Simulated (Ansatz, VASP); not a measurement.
# One calculation of SiB2, two programs

```
CELL_PARAMETERS angstrom
0.00000 2.43756 2.43756
2.43756 0.00000 2.43756
2.43756 2.43756 0.00000
ATOMIC_POSITIONS crystal
Si 0.00000 0.00000 0.00000
B 0.25000 0.25000 0.25000
B 0.75000 0.75000 0.75000
```

Change from the starting cell: species swapped into the Al2Pd type (Fm-3m, No. 225).

Alike in both runs: functional PBE; k mesh 16 × 16 × 16; occupations gaussian, width 0.1 eV; no spin polarisation.

Ansatz relaxed the structure, and its values are those at the end. VASP's run is a single point on that final structure, the one shown.

```csv
,VASP,Ansatz
version,VASP 6.6.1,Ansatz 0.2.0
potentials or method,"VASP PAW PBE potentials, release 64 (Si, B), cutoff 520 eV","scalar-relativistic, plane waves, PAW"
valence electrons in the cell,10,10
```

Ansatz gave:

```
gap on the k mesh at the Fermi level (eV) : none
pressure (GPa)                            : 0.0
```

Question: Estimate VASP's values.

Answer: gap on the k mesh at the Fermi level (eV): none; pressure (GPa): -0.2.

A gap of «none» marks a metal or a gap that the smearing closes. With one functional, cell and mesh, what is left measures potentials, basis and numerics.
